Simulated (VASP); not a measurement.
The system is Be.

```xyz
2
Lattice="2.2853 0.0000 0.0000 -1.1426 1.9791 0.0000 0.0000 0.0000 3.5842" Properties=species:S:1:pos:R:3 pbc="T T T"
Be    1.1427    0.6597    2.6882
Be    0.0000    1.3194    0.8961
```

```yaml
Program: VASP 6.6.1
Task: relaxation of cell and atoms
Functional: PBEsol
Potentials_or_basis: VASP PAW PBE potentials, release 64 (Be)
Cutoff: 600 eV
k_mesh: 13 × 13 × 8
Occupations: fermi-dirac, width 0.05 eV
Spin: no spin polarisation
```

At the start: pressure -3.5 GPa; volume 8.11 Å³/atom.

Q: Where does the relaxation end?

A: Over 5 steps the energy falls by 2.7 meV/atom and the volume is 7.86 Å³/atom (-3.0 %); space group P6_3/mmc (No. 194, to 0.05 Å).

The path:
| step | energy change (eV) | largest force (eV/Å) | pressure (GPa) | volume (Å³) |
| --- | --- | --- | --- | --- |
| 1 | 0.0000 | 0.0000 | -3.51 | 16.21 |
| 2 | -0.0052 | 0.0000 | -0.46 | 15.80 |
| 3 | -0.0053 | 0.0000 | -0.03 | 15.74 |
| 4 | -0.0053 | 0.0000 | 0.04 | 15.73 |
| 5 | -0.0053 | 0.0000 | 0.06 | 15.73 |

Final structure:
```
Be
1.0
     2.26326    0.00000    0.00000
    -1.13163    1.96004    0.00000
     0.00000    0.00000    3.54579
Be
2
Direct
  0.66667 0.33333 0.75000
  0.33333 0.66667 0.25000
```

Caveat: the PAW data sets were made with another functional, which shifts forces and pressure a little.
